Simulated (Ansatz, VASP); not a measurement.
**One calculation of As, two programs**

Contents of INCAR:

```
SYSTEM = As
PREC     = Accurate       ! precision mode
ENCUT    = 520            ! plane-wave cutoff, eV
EDIFF    = 1E-6           ! SCF threshold, eV
ISMEAR   = -1             ! smearing method
SIGMA    = 0.1            ! smearing width, eV
LREAL    = .FALSE.        ! projectors in reciprocal space
LASPH    = .TRUE.         ! aspherical terms in the spheres
NELM     = 60             ! most SCF steps
ALGO     = Normal         ! electronic algorithm
ISIF     = 2              ! what is computed and relaxed
LWAVE    = .FALSE.        ! write WAVECAR
LCHARG   = .TRUE.         ! write CHGCAR
GGA      = RP             ! functional
LELF     = .TRUE.         ! ELF
LVHAR    = .TRUE.       
NBANDS   = 12             ! bands
```

Contents of KPOINTS:

```
Automatic mesh
0
G
  13 13 10
  0 0 0
```

The input POSCAR:

```
As
1.0
   -4.7506397044      5.1422010598      1.4112837177
    5.1422010598     -4.7506397044      1.4112837177
    2.5089449815      2.5089449815     -0.6941383782
As
2
Direct
    0.9360465993      0.0639534007      1.0000000000
    0.8139534007      0.1860465993      0.5000000000
```

Input for Ansatz:

```yaml
crystal:
  lattice:
    - [-4.7506397044, 5.1422010598, 1.4112837177]
    - [5.1422010598, -4.7506397044, 1.4112837177]
    - [2.5089449815, 2.5089449815, -0.6941383782]
  atoms:
    - { symbol: As, position: [0.9360465993, 0.0639534007, 1.0] }
    - { symbol: As, position: [0.8139534007, 0.1860465993, 0.5] }
hamiltonian:
  xc: rpbe
  pseudopotentials:
    kind: paw
    azcp:
      As: "pseudopotentials/As.paw.azcp"
basis:
  ecutwfc: 420
  fft_grid_basis: typed
kpoints:
  mp_grid: { grid: [13, 13, 10], shift: [0, 0, 0] }
magnetization:
  spin_polarized: false
scf:
  occupations: { method: fermi_dirac, width: 0.1 }
  lower_state_search: "off"
output:
  stress: true
```

Alike in both runs: task single point; functional RPBE; k mesh 13 × 13 × 10; occupations fermi-dirac, width 0.1 eV; no spin polarisation.

```csv
,VASP,Ansatz
version,VASP 6.6.1,Ansatz 0.2.0
potentials or method,"VASP PAW PBE potentials, release 64 (As), cutoff 520 eV","plane waves (420 eV) with PAW, scalar-relativistic"
valence electrons in the cell,10,30
```

Ansatz gave:

- pressure (GPa): 0.0
- traceless stress, the component that is largest in VASP (GPa): -0.04

Q: What did VASP give for the same quantities?

A: Pressure (GPa): 0.1; traceless stress, the component that is largest in VASP (GPa): -0.14.

VASP's potentials were made for PBE, not for RPBE. The functional is the same, so the differences come from potentials, cutoffs and numerics. VASP's potentials hold 10 valence electrons a cell and Ansatz's 30, so a difference there can come from the potentials and not from the codes.
